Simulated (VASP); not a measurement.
Hf3H, 4 atoms in the cell. Symmetry: Pm-3m, No. 221, cubic system. Conventional cell: a = 4.221 Å, b = 4.221 Å, c = 4.221 Å, α = 90.00°, β = 90.00°, γ = 90.00°. Within 3.9 Å of Hf (site symmetry 4/mmm) lie 8 Hf at 2.98 Å and 4 H at 2.98 Å. H (site symmetry m-3m) has 12 Hf at 2.98 Å within 3.9 Å. 

```yaml
Program: VASP 6.6.1
Task: single point
Functional: PBE
Potentials_or_basis: VASP PAW PBE potentials, release 64 (Hf_pv, H)
Cutoff: 500 eV
k_mesh: 5 × 5 × 5
Occupations: gaussian, width 0.2 eV
Spin: no spin polarisation
Dipole_correction: no
Further_INCAR_settings: ALGO = Normal; EDIFF = 1e-06; NBANDS = 24
```

Potentials or basis: VASP PAW PBE potentials, release 64 (Hf_pv, H).

Run with:

```console
$ cat potpaw_PBE.64/Hf_pv/POTCAR potpaw_PBE.64/H/POTCAR > POTCAR
$ mpirun -np 1 vasp_std > vasp.out
```

Hardware: 1 thread of AMD EPYC 7R13 (shared host).

Question: Estimate the wall time of this run.

Answer: It took 26 s on 1 thread of AMD EPYC 7R13, with other jobs on the host, peak memory 0.15 GiB. Counts: scf iterations 12, k points 10.
